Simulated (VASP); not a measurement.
# InOsF (P4/nmm) in VASP: single point with r2SCAN

Aim: the single point of InOsF with r2SCAN.

All numbers are computed with VASP 6.6.1; they aren't measurements. Logs are shortened: lines on timing, memory, paths and dates and some standing lists are left out, and cuts for length are marked.

**1. The cell of the first run**

Symmetry: P4/nmm, No. 129, tetragonal system. Conventional cell: a = 3.491 Å, b = 3.491 Å, c = 7.341 Å, α = 90.00°, β = 90.00°, γ = 90.00°. Within 3.1 Å of Os (site symmetry 4mm) lie 4 F at 2.38 Å and 5 In at 2.74 to 2.93 Å. F (site symmetry -4m2) has 4 Os at 2.38 Å and 4 F at 2.47 Å within 3.1 Å. Within 3.6 Å of In (site symmetry 4mm) lie 5 Os at 2.74 to 2.93 Å and 8 In at 3.02 to 3.49 Å and 4 F at 3.30 Å.

**2. Single point, r2SCAN**

POSCAR reads:

```
InOsF
1.0
    3.4905940675      0.0000000000      0.0000000000
    0.0000000000      3.4905940675      0.0000000000
    0.0000000000      0.0000000000      7.3414474433
Os F In
2 2 2
Direct
    0.0000000000      0.5000000000      0.2194582057
    0.5000000000      0.0000000000      0.7805417943
    0.0000000000      0.0000000000      0.0000000000
    0.5000000000      0.5000000000      0.0000000000
    0.0000000000      0.5000000000      0.6186266969
    0.5000000000      0.0000000000      0.3813733031
```

INCAR.step1 reads:

```
SYSTEM = InOsF
  PREC = Accurate
  ENCUT = 660
  ISMEAR = 1
  SIGMA = 0.0638
  LREAL = .False.
  LASPH = .True.
  NELM = 120
  NBANDS = 37
  GGA = PE
  ALGO = Normal
  EDIFF = 1E-5
  LWAVE = .True.
  LCHARG = .False.
  GGA_COMPAT = .False.
```

INCAR.step2 reads:

```
SYSTEM = InOsF
  PREC = Accurate
  ENCUT = 660
  EDIFF = 1E-6
  ISMEAR = 1
  SIGMA = 0.0638
  LREAL = .False.
  LASPH = .True.
  NELM = 120
  ALGO = Normal
  ISIF = 2
  LWAVE = .False.
  LCHARG = .False.
  METAGGA = R2SCAN
  LMIXTAU = .True.
  NBANDS = 37
  ISTART = 1
  GGA_COMPAT = .False.
```

KPOINTS reads:

```
regular mesh
0
Gamma
  8 8 4
  0 0 0
```

Potentials or basis: VASP PAW PBE potentials, release 64 (Os, F, In_d).

Command:

```
$ cat potpaw_PBE.64/Os/POTCAR potpaw_PBE.64/F/POTCAR potpaw_PBE.64/In_d/POTCAR > POTCAR
$ cp INCAR.step1 INCAR
$ mpirun -np 1 vasp_std > vasp.out
$ cp INCAR.step2 INCAR
$ mpirun -np 1 vasp_std > vasp.out
```

OUTCAR:

```text
SYSTEM = InOsF
   PREC = Accurate
   ENCUT = 660
   EDIFF = 1E-6
   ISMEAR = 1
   LREAL = .False.
   LASPH = .True.
   NELM = 120
   ISIF = 2
   METAGGA = R2SCAN
   ISTART = 1

 ion  position               nearest neighbor table
   1  0.000  0.500  0.219-   3 2.38   4 2.38   3 2.38   4 2.38   6 2.74   6 2.74   6 2.74   6 2.74
                             5 2.93
   2  0.500  0.000  0.781-   3 2.38   4 2.38   4 2.38   3 2.38   5 2.74   5 2.74   5 2.74   5 2.74
                             6 2.93
   3  0.000  0.000  0.000-   1 2.38   2 2.38   1 2.38   2 2.38
   4  0.500  0.500  0.000-   1 2.38   2 2.38   2 2.38   1 2.38
   5  0.000  0.500  0.619-   2 2.74   2 2.74   2 2.74   2 2.74   1 2.93   6 3.02   6 3.02   6 3.02
                             6 3.02
   6  0.500  0.000  0.381-   1 2.74   1 2.74   1 2.74   1 2.74   2 2.93   5 3.02   5 3.02   5 3.02
                             5 3.02

  LATTYP: Found a simple tetragonal cell.
 ALAT       =     3.4905940675
 C/A-ratio  =     2.1032085947

  Lattice vectors:

 A1 = (   3.4905940675,   0.0000000000,   0.0000000000)
 A2 = (   0.0000000000,   3.4905940675,   0.0000000000)
 A3 = (   0.0000000000,   0.0000000000,   7.3414474433)

Analysis of symmetry for initial positions (statically):
=====================================================================
 Subroutine PRICEL returns:
 Original cell was already a primitive cell.

 Routine SETGRP: Setting up the symmetry group for a
 simple tetragonal supercell.

 Subroutine GETGRP returns: Found 16 space group operations
 (whereof  8 operations were pure point group operations)
 out of a pool of 16 trial point group operations.

The static configuration has the point symmetry D_2d.
 The point group associated with its full space group is D_4h.

Analysis of symmetry for dynamics (positions and initial velocities):
=====================================================================
 Subroutine PRICEL returns:
 Original cell was already a primitive cell.

 Routine SETGRP: Setting up the symmetry group for a
 simple tetragonal supercell.

 Subroutine GETGRP returns: Found 16 space group operations
 (whereof  8 operations were pure point group operations)
 out of a pool of 16 trial point group operations.

The dynamic configuration has the point symmetry D_2d.
 The point group associated with its full space group is D_4h.

 Subroutine INISYM returns: Found 16 space group operations
 (whereof  8 operations are pure point group operations),
 and found     1 'primitive' translations

----------------------------------------------------------------------------------------

                                     Primitive cell

  volume of cell :      89.4500

  direct lattice vectors                    reciprocal lattice vectors
     3.490594068  0.000000000  0.000000000     0.286484186  0.000000000  0.000000000
     0.000000000  3.490594068  0.000000000     0.000000000  0.286484186  0.000000000
     0.000000000  0.000000000  7.341447443     0.000000000  0.000000000  0.136212921

  length of vectors
     3.490594068  3.490594068  7.341447443     0.286484186  0.286484186  0.136212921

  position of ions in fractional coordinates (direct lattice)
     0.000000000  0.500000000  0.219458206
     0.500000000  0.000000000  0.780541794
     0.000000000  0.000000000  0.000000000
     0.500000000  0.500000000  0.000000000
     0.000000000  0.500000000  0.618626697
     0.500000000  0.000000000  0.381373303

  ion indices of the primitive-cell ions
   primitive index   ion index
                 1           1
                 2           2
                 3           3
                 4           4
                 5           5
                 6           6

----------------------------------------------------------------------------------------

 KPOINTS: regular mesh

Automatic generation of k-mesh.
 Grid dimensions read from file:
 generate k-points for:    8    8    4

 Generating k-lattice:

  Cartesian coordinates                     Fractional coordinates (reciprocal lattice)
     0.035810523  0.000000000  0.000000000     0.125000000  0.000000000  0.000000000
     0.000000000  0.035810523  0.000000000     0.000000000  0.125000000  0.000000000
     0.000000000  0.000000000  0.034053230     0.000000000  0.000000000  0.250000000

  Length of vectors
     0.035810523  0.035810523  0.034053230

  Shift w.r.t. Gamma in fractional coordinates (k-lattice)
     0.000000000  0.000000000  0.000000000

 Subroutine IBZKPT returns following result:
 ===========================================

 Found     45 irreducible k-points:

 Following reciprocal coordinates:
            Coordinates               Weight
  0.000000  0.000000  0.000000      1.000000
  0.125000  0.000000  0.000000      4.000000
  0.250000  0.000000  0.000000      4.000000
  0.375000  0.000000  0.000000      4.000000
  0.500000  0.000000  0.000000      2.000000
  0.125000  0.125000  0.000000      4.000000
[... 16 lines left out ...]
  0.375000  0.125000  0.250000     16.000000
  0.500000  0.125000  0.250000      8.000000
 [... further k-points ...]
   k-points           NKPTS =     45   k-points in BZ     NKDIM =     45   number of bands    NBANDS=     37
   number of dos      NEDOS =    301   number of ions     NIONS =      6
   total plane-waves  NPLWV =  57600
   dimension x,y,z NGX =    30 NGY =   30 NGZ =   64
   dimension x,y,z NGXF=    60 NGYF=   60 NGZF=  128
   ions per type =               2   2   2
   NGX,Y,Z   is equivalent  to a cutoff of  14.29, 14.29, 14.49 a.u.
   NGXF,Y,Z  is equivalent  to a cutoff of  28.58, 28.58, 28.99 a.u.
 SYSTEM =  InOsF
   PREC   = accura    normal or accurate (medium, high low for compatibility)
   ISTART =      1    job   : 0-new  1-cont  2-samecut
   ICHARG =      0    charge: 1-file 2-atom 10-const
   ISPIN  =      1    spin polarized calculation?
   LNONCOLLINEAR =      F non collinear calculations
   LSORBIT =      F    spin-orbit coupling
   LASPH  =      T    aspherical Exc in radial PAW
   ENCUT  =  660.0 eV  48.51 Ry    6.96 a.u.   7.31  7.31 15.38*2*pi/ulx,y,z
   NELM   =    120;   NELMIN=  2; NELMDL=  0     # of ELM steps
   EDIFF  = 0.1E-05   stopping-criterion for ELM
   LREAL  =      F    real-space projection
   EDIFFG = 0.1E-04   stopping-criterion for IOM
   NSW    =      0    number of steps for IOM
   IBRION =     -1    ionic relax: 0-MD 1-quasi-New 2-CG
   NFREE  =      0    steps in history (QN), initial steepest desc. (CG)
   ISIF   =      2    stress and relaxation
   ISYM   =      2    0-nonsym 1-usesym 2-fastsym
   POTIM  = 0.5000    time-step for ionic-motion
   TEBEG  =    0.0;   TEEND  =   0.0 temperature during run
   PSTRESS=    0.0 pullay stress
   NELECT =      56.0000    total number of electrons
   NUPDOWN=      -1.0000    fix difference up-down
   EMIN   =  10.00;   EMAX   =-10.00  energy-range for DOS
   EFERMI =   0.00;   METHOD = LEGACY
   ISMEAR =     1;   SIGMA  =   0.06  broadening in eV -4-tet -1-fermi 0-gaus
   EFERMI_NEDOS =   21; number of points for ismear=-14 and -15
   IALGO  =     38    algorithm
   IMIX   =      4    mixing-type and parameters
     AMIX     =   0.40;   BMIX     =  1.00
     AMIX_MAG =   1.60;   BMIX_MAG =  1.00
  volume/ion in A,a.u.               =      14.91       100.61
  Fermi-wavevector in a.u.,A,eV,Ry     =   1.400482  2.646526 26.685766  1.961348
  Thomas-Fermi vector in A             =   2.523438
   LORBIT       =      0    0 simple, 1 ext, 2 COOP (PROOUT), +10 PAW based schemes
   METAGGA = R2SCAN    functional components
   LHFCALC =     F    Hartree Fock is set to
   AEXX    =    0.0000 exact exchange contribution
   IVDW    =     0    specifies the selected vdW correction
   LEPSILON=     F    determine dielectric tensor
   LRPA    =     F    only Hartree local field effects (RPA)
 non-spin polarized calculation
 Methfessel and Paxton  Order N= 1 SIGMA  =   0.06
  energy-cutoff  :      660.00
  volume of cell :       89.45
 maximum number of plane-waves:      3479
 NGX is ok and might be reduce to    30
   NGX = 15   NGY = 15   NGZ = 31

 number of electron      56.0000015 magnetization

 Free energy of the ion-electron system (eV)
  ---------------------------------------------------
  ext. energy  EPLUGINS =         0.00000000
  ---------------------------------------------------
  free energy    TOTEN  =      -157.18576668 eV

  energy without entropy =     -157.18678518  energy(sigma->0) =     -157.18610618

 E-fermi :   7.4839     XC(G=0): -12.8473

 val. band max:        7.4704557615   @ k =   0.1250   0.0000   0.5000
 cond. band min:       7.5031341613   @ k =   0.5000   0.0000   0.2500
 fundamental gap:      0.0326783998
 Fermi energy:         7.4838619095

 k-point     1 :       0.0000    0.0000    0.0000
  band No.  band energies     occupation
      1     -18.7554      2.00000
      2     -17.5963      2.00000
      3      -7.4896      2.00000
      4      -7.4252      2.00000
      5      -7.3089      2.00000
      6      -7.2813      2.00000
[... 29 lines left out ...]
     36      15.2738      0.00000
     37      16.1685      0.00000

 k-point     2 :       0.1250    0.0000    0.0000
  band No.  band energies     occupation
      1     -18.7113      2.00000
      2     -17.6401      2.00000
      3      -7.4660      2.00000
      4      -7.3958      2.00000
      5      -7.3258      2.00000
      6      -7.3097      2.00000
[... 29 lines left out ...]
     36      15.6876      0.00000
     37      16.5182      0.00000

 k-point     3 :       0.2500    0.0000    0.0000
  band No.  band energies     occupation
      1     -18.5856      2.00000
      2     -17.7653      2.00000
      3      -7.4521      2.00000
      4      -7.3673      2.00000
      5      -7.3665      2.00000
      6      -7.2808      2.00000
[... 29 lines left out ...]
     36      15.6747      0.00000
     37      16.7354      0.00000

 k-point     4 :       0.3750    0.0000    0.0000
  band No.  band energies     occupation
      1     -18.3974      2.00000
      2     -17.9532      2.00000
      3      -7.4401      2.00000
      4      -7.4139      2.00000
      5      -7.4080      2.00000
      6      -7.3145      2.00000
[... 29 lines left out ...]
     36      16.2953      0.00000
     37      17.4085      0.00000
[... 683 lines left out ...]
      1     -18.5514      2.00000
      2     -17.7930      2.00000
      3      -7.4178      2.00000
      4      -7.4013      2.00000
      5      -7.3622      2.00000
      6      -7.2826      2.00000
[... 29 lines left out ...]
     36      15.4832      0.00000
     37      15.6359      0.00000

 k-point    23 :       0.3750    0.1250    0.2500
  band No.  band energies     occupation
      1     -18.3754      2.00000
      2     -17.9645      2.00000
      3      -7.4473      2.00000
      4      -7.4427      2.00000
      5      -7.3734      2.00000
      6      -7.2588      2.00000
[... 29 lines left out ...]
     36      15.5563      0.00000
     37      16.6063      0.00000

 k-point    24 :       0.5000    0.1250    0.2500
  band No.  band energies     occupation
      1     -18.1691      2.00000
      2     -18.1691      2.00000
      3      -7.4630      2.00000
      4      -7.4630      2.00000
      5      -7.3346      2.00000
      6      -7.3346      2.00000
[... 29 lines left out ...]
     36      14.1500      0.00000
     37      17.4082      0.00000

 [... further k-points ...]

------------------------ aborting loop because EDIFF is reached ----------------------------------------

  FORCE on cell =-STRESS in cart. coord.  units (eV):
  Direction    XX          YY          ZZ          XY          YZ          ZX
  --------------------------------------------------------------------------------------
  -------------------------------------------------------------------------------------
  Total        0.1659611      0.1659611      0.0202676      0.0000000      0.0000000      0.0000000
  in kB        2.9726004      2.9726004      0.3630216      0.0000000      0.0000000      0.0000000
  external PRESSURE =       2.1027408 kB  Pullay stress =       0.0000000 kB

 VOLUME and BASIS-vectors are now :
 -----------------------------------------------------------------------------
  energy-cutoff  :      660.00
  volume of cell :       89.45
      direct lattice vectors                 reciprocal lattice vectors
     3.490594068  0.000000000  0.000000000     0.286484186  0.000000000  0.000000000
     0.000000000  3.490594068  0.000000000     0.000000000  0.286484186  0.000000000
     0.000000000  0.000000000  7.341447443     0.000000000  0.000000000  0.136212921

 POSITION                                       TOTAL-FORCE (eV/Angst)
 -----------------------------------------------------------------------------------
      0.00000      1.74530      1.61114        -0.000000      0.000000      0.008042
      1.74530      0.00000      5.73031        -0.000000     -0.000000     -0.008042
      0.00000      0.00000      0.00000        -0.000000     -0.000000      0.000000
      1.74530      1.74530      0.00000         0.000000      0.000000      0.000000
      0.00000      1.74530      4.54162         0.000000     -0.000000      0.009632
      1.74530      0.00000      2.79983        -0.000000      0.000000     -0.009632
 -----------------------------------------------------------------------------------
    total drift:                                0.000000      0.000000      0.000000

  FREE ENERGIE OF THE ION-ELECTRON SYSTEM (eV)
  ---------------------------------------------------
  free  energy   TOTEN  =      -157.1857666764 eV

  energy  without entropy=     -157.1867851796  energy(sigma->0) =     -157.18610618
```

Wall time 17 min (1 thread of Oxide Virtual Turin-like, shared host); peak memory 0.34 GiB.

What came out:

```
Free energy            : -157.1858 eV
Pressure               : 0.2 GPa
Largest force          : 0.010 eV/Å
Band gap on the k mesh : zero (bands 28 and 29 overlap by 1.09 eV)
```

Forces on the atoms (eV/Å):
```
Os   0.000  0.000  0.008
Os   0.000  0.000 -0.008
F    0.000  0.000  0.000
F    0.000  0.000  0.000
In   0.000  0.000  0.010
In   0.000  0.000 -0.010
```

Caveat: the PAW data sets were made with another functional, which shifts forces and pressure a little; spin-orbit coupling is left out, which moves the levels of the heavy elements.

The gap in the log of VASP goes by the Fermi energy; the results here count the filled bands.